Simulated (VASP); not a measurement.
Al9N, 10 atoms in the cell. The cell holds a slab with vacuum, 10 atoms: a = 2.836 Å, b = 9.744 Å, c = 20.252 Å, α = 90.00°, β = 90.00°, γ = 98.37°. 

* Program: VASP 6.6.1
* Task: relaxation of the atoms
* Functional: PBEsol
* Potentials or basis: VASP PAW PBE potentials, release 64 (Al, N)
* Cutoff: 520 eV
* k mesh: 9 × 3 × 1
* Occupations: gaussian, width 0.1 eV
* Spin: no spin polarisation
* Dipole correction: yes
* Atoms held fixed (from 0): [0, 1, 2, 3, 4, 5, 6, 7, 8]
* Further INCAR settings: ALGO = Fast; EDIFF = 1e-07; IBRION = 2; EDIFFG = -0.025; NSW = 36
* Atoms held along some axes (from 0): atom 9 along a and b

Potentials or basis: VASP PAW PBE potentials, release 64 (Al, N).

Run with:

```sh
$ cat potpaw_PBE.64/Al/POTCAR potpaw_PBE.64/N/POTCAR > POTCAR
$ mpirun -np 1 vasp_std > vasp.out
```

Hardware: 1 thread of Oxide Virtual Turin-like Processor, with other jobs on the host.

Problem. Estimate the wall time of this run.

Solution. It took 32 min on 1 thread of Oxide Virtual Turin-like Processor, on a shared host, peak memory 0.66 GiB. Counts: scf iterations 89, k points 14, ion steps 4.
